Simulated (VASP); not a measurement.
# Ir (Fm-3m) in VASP: further runs

Runs on Ir. Level: r2SCAN. Tasks: single point.

Everything below comes from runs of VASP 6.6.1. Logs are shortened: lines on timing, memory, paths and dates and some standing lists are left out, and cuts for length are marked.

## 1. The cell of the first run

The structure is cubic, space group Fm-3m (No. 225). The conventional cell has a = 3.857 Å, b = 3.857 Å, c = 3.857 Å, α = 90.00°, β = 90.00°, γ = 90.00°. Ir (site symmetry m-3m) has 12 Ir at 2.73 Å within 3.6 Å.

## 2. Single point, r2SCAN

Contents of POSCAR:

```
Ir
1.0
    0.0000000000      1.9282864624      1.9282864624
    1.9282864624      0.0000000000      1.9282864624
    1.9282864624      1.9282864624      0.0000000000
Ir
1
Direct
    0.0000000000      0.0000000000      0.0000000000
```

Contents of INCAR.step1:

```
PREC = Accurate
ENCUT = 520
ISMEAR = -1
SIGMA = 0.05
LREAL = False
LASPH = True
NELM = 60
NBANDS = 10
GGA = PE
ALGO = Normal
EDIFF = 1E-4
LWAVE = True
LCHARG = False
```

Contents of INCAR.step2:

```
PREC = Accurate
ENCUT = 520
EDIFF = 1E-6
ISMEAR = -1
SIGMA = 0.05
LREAL = False
LASPH = True
NELM = 60
ALGO = Normal
ISIF = 2
LWAVE = False
LCHARG = True
METAGGA = R2SCAN
LMIXTAU = True
LELF = True
LVHAR = True
NBANDS = 10
ISTART = 1
```

Contents of KPOINTS:

```
regular mesh
0
Gamma
  12 12 12
```

Potentials or basis: VASP PAW PBE potentials, release 64 (Ir).

Command:

```console
$ cat potpaw_PBE.64/Ir/POTCAR > POTCAR
$ cp INCAR.step1 INCAR
$ mpirun -np 1 vasp_std > vasp.out
$ cp INCAR.step2 INCAR
$ mpirun -np 1 vasp_std > vasp.out
```

OUTCAR:

```text
PREC = Accurate
   ENCUT = 520
   EDIFF = 1E-6
   ISMEAR = -1
   LREAL = False
   LASPH = True
   NELM = 60
   ISIF = 2
   METAGGA = R2SCAN
   ISTART = 1

 ion  position               nearest neighbor table
   1  0.000  0.000  0.000-

  LATTYP: Found a face centered cubic cell.
 ALAT       =     3.8565729248

  Lattice vectors:

 A1 = (   0.0000000000,   1.9282864624,   1.9282864624)
 A2 = (   1.9282864624,   0.0000000000,   1.9282864624)
 A3 = (   1.9282864624,   1.9282864624,   0.0000000000)

Analysis of symmetry for initial positions (statically):
[... 5 lines left out ...]
 face centered cubic supercell.

 Subroutine GETGRP returns: Found 48 space group operations
 (whereof 48 operations were pure point group operations)
 out of a pool of 48 trial point group operations.

The static configuration has the point symmetry O_h .

Analysis of symmetry for dynamics (positions and initial velocities):
[... 5 lines left out ...]
 face centered cubic supercell.

 Subroutine GETGRP returns: Found 48 space group operations
 (whereof 48 operations were pure point group operations)
 out of a pool of 48 trial point group operations.

The dynamic configuration has the point symmetry O_h .

 Subroutine INISYM returns: Found 48 space group operations
 (whereof 48 operations are pure point group operations),
 and found     1 'primitive' translations

----------------------------------------------------------------------------------------

                                     Primitive cell

  volume of cell :      14.3399

  direct lattice vectors                    reciprocal lattice vectors
     0.000000000  1.928286462  1.928286462    -0.259297573  0.259297573  0.259297573
     1.928286462  0.000000000  1.928286462     0.259297573 -0.259297573  0.259297573
     1.928286462  1.928286462  0.000000000     0.259297573  0.259297573 -0.259297573

  length of vectors
     2.727008867  2.727008867  2.727008867     0.449116571  0.449116571  0.449116571

  position of ions in fractional coordinates (direct lattice)
     0.000000000  0.000000000  0.000000000

  ion indices of the primitive-cell ions
   primitive index   ion index
                 1           1

----------------------------------------------------------------------------------------

[... 56 lines left out ...]
   ions per type =               1
   NGX,Y,Z   is equivalent  to a cutoff of  12.19, 12.19, 12.19 a.u.
   NGXF,Y,Z  is equivalent  to a cutoff of  24.39, 24.39, 24.39 a.u.
 SYSTEM =  unknown system
   PREC   = accura    normal or accurate (medium, high low for compatibility)
   ISTART =      1    job   : 0-new  1-cont  2-samecut
   ICHARG =      0    charge: 1-file 2-atom 10-const
   ISPIN  =      1    spin polarized calculation?
   LNONCOLLINEAR =      F non collinear calculations
   LSORBIT =      F    spin-orbit coupling
   LASPH  =      T    aspherical Exc in radial PAW
   ENCUT  =  520.0 eV  38.22 Ry    6.18 a.u.   5.07  5.07  5.07*2*pi/ulx,y,z
   NELM   =     60;   NELMIN=  2; NELMDL=  0     # of ELM steps
   EDIFF  = 0.1E-05   stopping-criterion for ELM
   LREAL  =      F    real-space projection
   EDIFFG = 0.1E-04   stopping-criterion for IOM
   NSW    =      0    number of steps for IOM
   IBRION =     -1    ionic relax: 0-MD 1-quasi-New 2-CG
   NFREE  =      0    steps in history (QN), initial steepest desc. (CG)
   ISIF   =      2    stress and relaxation
   ISYM   =      2    0-nonsym 1-usesym 2-fastsym
   POTIM  = 0.5000    time-step for ionic-motion
   TEBEG  =    0.0;   TEEND  =   0.0 temperature during run
   PSTRESS=    0.0 pullay stress
   NELECT =       9.0000    total number of electrons
   NUPDOWN=      -1.0000    fix difference up-down
   EMIN   =  10.00;   EMAX   =-10.00  energy-range for DOS
[... 5 lines left out ...]
     AMIX     =   0.40;   BMIX     =  1.00
     AMIX_MAG =   1.60;   BMIX_MAG =  1.00
  volume/ion in A,a.u.               =      14.34        96.77
  Fermi-wavevector in a.u.,A,eV,Ry     =   1.401654  2.648742 26.730463  1.964634
  Thomas-Fermi vector in A             =   2.524494
   LORBIT       =      0    0 simple, 1 ext, 2 COOP (PROOUT), +10 PAW based schemes
   METAGGA = R2SCAN    functional components
   LHFCALC =     F    Hartree Fock is set to
   AEXX    =    0.0000 exact exchange contribution
   IVDW    =     0    specifies the selected vdW correction
   LEPSILON=     F    determine dielectric tensor
   LRPA    =     F    only Hartree local field effects (RPA)
 non-spin polarized calculation
  energy-cutoff  :      520.00
  volume of cell :       14.34
 maximum number of plane-waves:       397
   NGX = 11   NGY = 11   NGZ = 11

 number of electron       9.0000000 magnetization

 Free energy of the ion-electron system (eV)
  ---------------------------------------------------
  ext. energy  EPLUGINS =         0.00000000
  ---------------------------------------------------
  free energy    TOTEN  =       -52.38575447 eV

  energy without entropy =      -52.38100122  energy(sigma->0) =      -52.38337785

 E-fermi :   9.9696     XC(G=0): -15.2366

 val. band max:        9.9663446787   @ k =  -0.2500   0.0833   0.0000
 cond. band min:       9.9965017572   @ k =  -0.3333   0.3333   0.0000
 fundamental gap:      0.0301570785
 Fermi energy:         9.9696202130

 k-point     1 :       0.0000    0.0000    0.0000
  band No.  band energies     occupation
      1      -1.4378      2.00000
      2       6.0210      2.00000
      3       6.0210      2.00000
      4       6.0210      2.00000
      5       8.6753      2.00000
      6       8.6753      2.00000
      7      25.0778      0.00000
      8      30.8531      0.00000
      9      30.8531      0.00000
     10      30.8531      0.00000
[... 287 lines left out ...]
 k-point    24 :      -0.4167    0.1667    0.0000
  band No.  band energies     occupation
      1       2.6410      2.00000
      2       5.1121      2.00000
      3       6.7104      2.00000
      4       6.9330      2.00000
      5      10.4096      0.00030
      6      13.8625      0.00000
      7      17.4682      0.00000
      8      26.0154      0.00000
      9      28.2847      0.00000
     10      30.3175      0.00000

 [... further k-points ...]
[... 5 lines left out ...]
  --------------------------------------------------------------------------------------
  -------------------------------------------------------------------------------------
  Total       -0.1433642     -0.1433642     -0.1433642      0.0000000      0.0000000      0.0000000
  in kB      -16.0179430    -16.0179430    -16.0179430      0.0000000      0.0000000      0.0000000
  external PRESSURE =     -16.0179430 kB  Pullay stress =       0.0000000 kB

 VOLUME and BASIS-vectors are now :
 -----------------------------------------------------------------------------
  energy-cutoff  :      520.00
  volume of cell :       14.34
      direct lattice vectors                 reciprocal lattice vectors
     0.000000000  1.928286462  1.928286462    -0.259297573  0.259297573  0.259297573
     1.928286462  0.000000000  1.928286462     0.259297573 -0.259297573  0.259297573
     1.928286462  1.928286462  0.000000000     0.259297573  0.259297573 -0.259297573

 POSITION                                       TOTAL-FORCE (eV/Angst)
 -----------------------------------------------------------------------------------
      0.00000      0.00000      0.00000         0.000000      0.000000      0.000000
 -----------------------------------------------------------------------------------
    total drift:                                0.000000     -0.000000     -0.000000

  FREE ENERGIE OF THE ION-ELECTRON SYSTEM (eV)
  ---------------------------------------------------
  free  energy   TOTEN  =       -52.3857544748 eV

  energy  without entropy=      -52.3810012229  energy(sigma->0) =      -52.38337785
```

OUTCAR.step1:

```text
PREC = Accurate
   ENCUT = 520
   ISMEAR = -1
   LREAL = False
   LASPH = True
   NELM = 60
[... 526 lines left out ...]
 POSITION                                       TOTAL-FORCE (eV/Angst)
 -----------------------------------------------------------------------------------
      0.00000      0.00000      0.00000         0.000000     -0.000000      0.000000
 -----------------------------------------------------------------------------------
    total drift:                               -0.000000      0.000000      0.000000

  FREE ENERGIE OF THE ION-ELECTRON SYSTEM (eV)
  ---------------------------------------------------
  free  energy   TOTEN  =        -8.8676122217 eV

  energy  without entropy=       -8.8627187062  energy(sigma->0) =       -8.86516546
```

Wall time 22 s (1 thread of Intel Xeon Platinum 8559C (Emerald Rapids), shared host); peak memory 0.13 GiB.

What came out:

- Free energy: -52.3858 eV
- Pressure: -1.6 GPa

Caveat: the PAW data sets were made with another functional, which shifts forces and pressure a little; spin-orbit coupling is left out, which moves the levels of the heavy elements.

## 3. Single point, r2SCAN

This run uses another cell than the first one, of 14.62 Å³/atom, 1.020 times its volume.

Contents of POSCAR:

```
Ir
1.0
    0.0000000000      1.9408081540      1.9408081540
    1.9408081540      0.0000000000      1.9408081540
    1.9408081540      1.9408081540      0.0000000000
Ir
1
Direct
    0.0000000000      0.0000000000      0.0000000000
```

Contents of INCAR.step1:

```
SYSTEM = Ir
PREC     = Accurate       ! precision mode
ENCUT    = 520            ! plane-wave cutoff, eV
ISMEAR   = -1             ! smearing method
SIGMA    = 0.05           ! smearing width, eV
LREAL    = .False.        ! projectors in reciprocal space
LASPH    = .True.         ! aspherical terms in the spheres
NELM     = 60             ! most SCF steps
NBANDS   = 10             ! bands
GGA      = PE             ! functional
ALGO     = Normal         ! electronic algorithm
EDIFF    = 1E-4           ! SCF threshold, eV
LWAVE    = .True.         ! write WAVECAR
LCHARG   = .False.        ! write CHGCAR
```

Contents of INCAR.step2:

```
SYSTEM = Ir
PREC     = Accurate       ! precision mode
ENCUT    = 520            ! plane-wave cutoff, eV
EDIFF    = 1E-7           ! SCF threshold, eV
ISMEAR   = -1             ! smearing method
SIGMA    = 0.05           ! smearing width, eV
LREAL    = .False.        ! projectors in reciprocal space
LASPH    = .True.         ! aspherical terms in the spheres
NELM     = 60             ! most SCF steps
ALGO     = Normal         ! electronic algorithm
ISIF     = 2              ! what is computed and relaxed
LWAVE    = .False.        ! write WAVECAR
LCHARG   = .False.        ! write CHGCAR
METAGGA  = R2SCAN         ! meta-GGA
LMIXTAU  = .True.       
NBANDS   = 10             ! bands
ISTART   = 1
```

Contents of KPOINTS:

```
Automatic mesh
0
Gamma
  12 12 12
  0 0 0
```

Potentials or basis: VASP PAW PBE potentials, release 64 (Ir).

Command:

```console
$ cat potpaw_PBE.64/Ir/POTCAR > POTCAR
$ cp INCAR.step1 INCAR
$ mpirun -np 1 vasp_std > vasp.out
$ cp INCAR.step2 INCAR
$ mpirun -np 1 vasp_std > vasp.out
```

Run time: 23 s. Hardware: 1 thread of Intel Xeon Platinum 8559C (Emerald Rapids), shared host; peak memory 0.14 GiB.

It converged, with:

```yaml
Free_energy: -52.3769 eV
Pressure: -8.4 GPa
```

Levels at points of the mesh, in eV from the Fermi level:
| k point | band 1 | band 2 | band 3 | band 4 | band 5 | band 6 | band 7 | band 8 |
| --- | --- | --- | --- | --- | --- | --- | --- | --- |
| (0.00, 0.00, 0.00) | -11.19 | -3.83 | -3.83 | -3.83 | -1.26 | -1.26 | 15.15 | 20.81 |
| (0.50, 0.00, 0.00) | -8.08 | -3.97 | -3.97 | -0.64 | 0.85 | 0.85 | 7.30 | 14.77 |
| (0.50, 0.50, 0.00) | -7.84 | -7.28 | 0.76 | 1.45 | 1.45 | 1.76 | 10.59 | 12.14 |

Caveat: the PAW data sets were made with another functional, which shifts forces and pressure a little; spin-orbit coupling is left out, which moves the levels of the heavy elements.

## 4. Single point, r2SCAN

This run uses another cell than the first one, of 14.90 Å³/atom, 1.039 times its volume.

Contents of POSCAR:

```
Ir
1.0
    0.0000000000      1.9531703226      1.9531703226
    1.9531703226      0.0000000000      1.9531703226
    1.9531703226      1.9531703226      0.0000000000
Ir
1
Direct
    0.0000000000      0.0000000000      0.0000000000
```

Contents of INCAR.step1:

```
SYSTEM = Ir
ALGO = Normal
EDIFF = 1E-4
ENCUT = 520
GGA = PE
ISMEAR = -1
LASPH = .True.
LCHARG = .False.
LREAL = .False.
LWAVE = .True.
NBANDS = 10
NELM = 80
PREC = Accurate
SIGMA = 0.05
```

Contents of INCAR.step2:

```
SYSTEM = Ir
ALGO = Normal
EDIFF = 1E-7
ENCUT = 520
ISIF = 2
ISMEAR = -1
ISTART = 1
LASPH = .True.
LCHARG = .False.
LMIXTAU = .True.
LREAL = .False.
LWAVE = .False.
METAGGA = R2SCAN
NBANDS = 10
NELM = 80
PREC = Accurate
SIGMA = 0.05
```

Contents of KPOINTS:

```
k-points
0
Gamma
  12 12 12
  0 0 0
```

Command:

```console
$ cat potpaw_PBE.64/Ir/POTCAR > POTCAR
$ cp INCAR.step1 INCAR
$ mpirun -np 1 vasp_std > vasp.out
$ cp INCAR.step2 INCAR
$ mpirun -np 1 vasp_std > vasp.out
```

It took 24 s on 1 thread of Intel Xeon Platinum 8559C (Emerald Rapids), shared host; peak memory 0.15 GiB.

Results (log left out):

| Property | Result |
| --- | --- |
| Free energy | -52.3567 eV |
| Pressure | -14.5 GPa |

Levels at points of the mesh, in eV from the Fermi level:
```csv
k point,band 1,band 2,band 3,band 4,band 5,band 6,band 7,band 8
"(0.00, 0.00, 0.00)",-10.98,-3.71,-3.71,-3.71,-1.22,-1.22,15.19,20.73
"(0.50, 0.00, 0.00)",-7.88,-3.85,-3.85,-0.58,0.82,0.82,7.11,14.81
"(0.50, 0.50, 0.00)",-7.62,-7.07,0.73,1.41,1.41,1.77,10.34,12.05
```

Caveat: the PAW data sets were made with another functional, which shifts forces and pressure a little; spin-orbit coupling is left out, which moves the levels of the heavy elements.

## 5. The runs side by side

| cell | gap on the mesh (eV) | pressure (GPa) |
| --- | --- | --- |
| a = 2.727 Å, angles 60.0°, 1 atom | none | -1.6 |
| a = 2.745 Å, angles 60.0°, 1 atom | none | -8.4 |
| a = 2.762 Å, angles 60.0°, 1 atom | none | -14.5 |

Alike in all rows: task single point; level r2SCAN; potentials or basis VASP PAW PBE potentials, release 64 (Ir); no spin polarisation; k mesh 12 × 12 × 12; cutoff (eV) 520; smearing fermi-dirac 0.05 eV.

Caveats: the PAW data sets were made with another functional, which shifts forces and pressure a little; spin-orbit coupling is left out, which moves the levels of the heavy elements.

Total energies depend on the potentials used, so only differences within one code and one set of settings carry meaning.
